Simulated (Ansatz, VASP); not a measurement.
# One calculation of Sb, two programs

The input INCAR:

```
PREC = Accurate ; ENCUT = 520
EDIFF = 1E-8 ; ISMEAR = -1
SIGMA = 0.03 ; LREAL = F
LASPH = T ; NELM = 100
ALGO = Normal ; ISIF = 2
LWAVE = F ; LCHARG = F
GGA = CA ; LEFG = T
NBANDS = 12
```

KPOINTS

```
Automatic mesh
0
Gamma
  12 12 12
```

Contents of POSCAR:

```
Sb
1.0
    2.1506003320      1.2416496806      3.7065600000
   -2.1506003320      1.2416496806      3.7065600000
    0.0000000000     -2.4832993611      3.7065600000
Sb
2
Direct
    0.2336400000      0.2336400000      0.2336400000
    0.7663600000      0.7663600000      0.7663600000
```

Input for Ansatz:

```yaml
crystal:
  lattice:
    - [2.150600332, 1.2416496806, 3.70656]
    - [-2.150600332, 1.2416496806, 3.70656]
    - [0.0, -2.4832993611, 3.70656]
  atoms:
    - { symbol: Sb, position: [0.23364, 0.23364, 0.23364] }
    - { symbol: Sb, position: [0.76636, 0.76636, 0.76636] }
kpoints:
  mp_grid: { grid: [12, 12, 12] }
scf:
  occupations: { method: fermi_dirac, width: 0.03 }
hamiltonian:
  xc: lda
  pseudopotentials: { kind: all_electron, datasets: crystal }
output:
  forces: true
  stress: true
  eigenvalues: true
  efg: { contact_densities: true }
```

Change from the starting cell: zz strain of -1 %, crystal datasets.

Alike in both runs: task electric field gradients; functional LDA; k mesh 12 × 12 × 12; occupations fermi-dirac, width 0.03 eV; no spin polarisation.

```csv
,VASP,Ansatz
version,VASP 6.6.1,Ansatz 0.2.0
potentials or method,"VASP PAW LDA potentials, release 64 (Sb), cutoff 520 eV","all-electron PAW with datasets made for the crystal, scalar-relativistic"
```

|  | VASP | Ansatz | Ansatz less VASP |
| --- | --- | --- | --- |
| pressure (GPa) | 0.0 | -0.3 | -0.27 |
| traceless stress, the component that is largest in VASP (GPa) | -0.13 | -0.05 | +0.078 |
| rms of the force components (eV/Å) | 0.120 | 0.080 | -0.0400 |
| size of Vzz on the site where it differs most (V/Å²) | 46.2 | 50.1 | +3.93 |

LDA's correlation is that of Perdew and Zunger in VASP and of Perdew and Wang (1992) in Ansatz. Atom by atom the forces differ by 0.040 eV/Å (rms over components). Ansatz ran all-electron here, and VASP with PAW potentials.

Neither program's run includes spin-orbit coupling.
